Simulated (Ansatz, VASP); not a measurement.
**Two plane-wave programs on MgO**

```
Mg O
1.0
     3.41910    0.00000    0.00000
    -1.70955    2.96103    0.00000
     0.00000    0.00000    5.22020
Mg O
2 2
Direct
  0.33333 0.66667 0.00366
  0.66667 0.33333 0.50366
  0.33333 0.66667 0.40094
  0.66667 0.33333 0.90094
```

Alike in both runs: task single point; functional PBEsol; k mesh 9 × 9 × 6; occupations gaussian, width 0.05 eV; no spin polarisation.

|  | VASP | Ansatz |
| --- | --- | --- |
| version | VASP 6.6.1 | Ansatz 0.2.0 |
| potentials or method | VASP PAW PBE potentials, release 64 (Mg, O), cutoff 520 eV | scalar-relativistic, plane waves, PAW |
| valence electrons in the cell | 16 | 32 |

```tsv
	VASP	Ansatz	Ansatz less VASP
gap on the k mesh at the Fermi level (eV)	2.81	2.82	+0.008
least direct gap on the mesh (eV)	2.81	2.82	+0.008
pressure (GPa)	-10.8	-10.4	+0.41
traceless stress, the component that is largest in VASP (GPa)	0.61	0.57	-0.041
rms of the force components (eV/Å)	0.064	0.062	-0.0015
```

VASP's potentials were made for PBE, not for PBEsol, and Ansatz warns of the same on its side. Atom by atom the forces differ by 0.002 eV/Å (rms over components). VASP's potentials hold 16 valence electrons a cell and Ansatz's 32, so a difference there can come from the potentials and not from the codes.
